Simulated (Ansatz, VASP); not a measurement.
## Two plane-wave programs on InSe

```
Se In
1.0
     4.02661    0.00000    0.00000
    -2.01331    3.48715    0.00000
     0.00000    0.00000   28.27071
Se In
4 4
Cartesian
  0.0000 0.0000 4.5000
  0.0000 0.0000 9.8854
  2.0133 1.1624 12.9954
  2.0133 1.1624 18.3807
  2.0133 1.1624 5.7954
  2.0133 1.1624 8.5899
  0.0000 0.0000 14.2908
  0.0000 0.0000 17.0853
```

Alike in both runs: task single point; functional PBE; dispersion D3(BJ); k mesh 9 × 9 × 1; occupations gaussian, width 0.05 eV; no spin polarisation.

```csv
,VASP,Ansatz
version,VASP 6.6.1,Ansatz 0.2.0
potentials or method,"VASP PAW PBE potentials, release 64 (Se, In_d), cutoff 520 eV","scalar-relativistic, plane waves, PAW"
valence electrons in the cell,76,116
```

Ansatz gave:

```
gap on the k mesh at the Fermi level (eV) : 1.12
least direct gap on the mesh (eV)         : 1.17
rms of the force components (eV/Å)        : 0.010
```

**Question.** Which values does VASP return?

**Answer.** gap on the k mesh at the Fermi level (eV): 1.11; least direct gap on the mesh (eV): 1.16; rms of the force components (eV/Å): 0.008.

VASP's potentials hold 76 valence electrons a cell and Ansatz's 116, so a difference there can come from the potentials and not from the codes.
